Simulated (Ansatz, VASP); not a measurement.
# Two plane-wave programs on ZnO

```
CELL_PARAMETERS angstrom
0.00000 2.11832 2.11832
2.11832 0.00000 2.11832
2.11832 2.11832 0.00000
ATOMIC_POSITIONS crystal
Zn 0.00000 0.00000 0.00000
O 0.50000 0.50000 0.50000
```

Alike in both runs: task single point; functional PBEsol; k mesh 12 × 12 × 12; occupations gaussian, width 0.02 eV; no spin polarisation.

|  | VASP | Ansatz |
| --- | --- | --- |
| version | VASP 6.6.1 | Ansatz 0.2.0 |
| potentials or method | VASP PAW PBE potentials, release 64 (Zn, O_h), cutoff 910 eV | scalar-relativistic, plane waves, PAW |
| valence electrons in the cell | 18 | 18 |

Ansatz gave:

```
gap on the k mesh at the Fermi level (eV) : 0.97
least direct gap on the mesh (eV)         : 2.48
```

Question: Estimate VASP's values.

Answer: gap on the k mesh at the Fermi level (eV): 0.94; least direct gap on the mesh (eV): 2.44.

VASP's potentials were made for PBE, not for PBEsol.

Noted on VASP's run: the cutoff is short for stress, so the pressure is rough.
